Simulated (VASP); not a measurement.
Write the native input for VASP 6.6.1 that does the following.

```
Task                   : relaxation of cell and atoms
Functional             : r2SCAN
Potentials or basis    : VASP PAW PBE potentials, release 64 (Na_pv, Cl)
Cutoff                 : 600 eV
k mesh                 : 8 × 8 × 8
Occupations            : fermi-dirac, width 0.02 eV
Spin                   : no spin polarisation
Dipole correction      : no
Further INCAR settings : ALGO = Normal; EDIFF = 1e-07; IBRION = 2; EDIFFG = -0.005; NSW = 80; ISIF = 3
```

The system is NaCl.

```
CELL_PARAMETERS angstrom
0.00000 2.84709 2.84709
2.84709 0.00000 2.84709
2.84709 2.84709 0.00000
ATOMIC_POSITIONS crystal
Na 0.00000 0.00000 0.00000
Cl 0.50000 0.50000 0.50000
```

These files were run (other wordings do the same):

POSCAR

```
NaCl
1.0
    0.0000000000      2.8470933255      2.8470933255
    2.8470933255      0.0000000000      2.8470933255
    2.8470933255      2.8470933255      0.0000000000
Na Cl
1 1
Direct
    0.0000000000      0.0000000000      0.0000000000
    0.5000000000      0.5000000000      0.5000000000
```

INCAR.step1

```
PREC = Accurate ; ENCUT = 600
ISMEAR = -1 ; SIGMA = 0.02
LREAL = F ; LASPH = T
NELM = 80 ; GGA = PE
ALGO = Normal ; EDIFF = 1E-4
LWAVE = T ; LCHARG = F
```

INCAR.step2

```
PREC = Accurate ; ENCUT = 600
EDIFF = 1E-7 ; ISMEAR = -1
SIGMA = 0.02 ; LREAL = F
LASPH = T ; NELM = 80
ALGO = Normal ; ISIF = 3
LWAVE = F ; LCHARG = F
METAGGA = R2SCAN ; LMIXTAU = T
IBRION = 2 ; NSW = 80
EDIFFG = -0.005 ; ISTART = 1
```

KPOINTS

```
regular mesh
0
Gamma
  8 8 8
```

Potentials or basis: VASP PAW PBE potentials, release 64 (Na_pv, Cl).

The run is started by

```bash
$ cat potpaw_PBE.64/Na_pv/POTCAR potpaw_PBE.64/Cl/POTCAR > POTCAR
$ cp INCAR.step1 INCAR
$ mpirun -np 1 vasp_std > vasp.out
$ cp INCAR.step2 INCAR
$ mpirun -np 1 vasp_std > vasp.out
```

Results of the run:

The relaxed volume is 21.88 Å³/atom, the relaxed cell is a = 3.956 Å, b = 3.956 Å, c = 3.956 Å, α = 60.00°, β = 60.00°, γ = 60.00° and the space group after relaxing (to 0.1 Å) is Fm-3m (No. 225). The energy gained by relaxing is 5.6 meV/atom. The ionic steps are 5, the pressure after relaxing is 0.0 GPa and the band gap on the k mesh is 6.02 eV.

Caveat: the PAW data sets were made with another functional, which shifts forces and pressure a little.

It took 5.6 min on 1 thread of Intel Xeon 8259CL, on a shared host, peak memory 0.19 GiB.
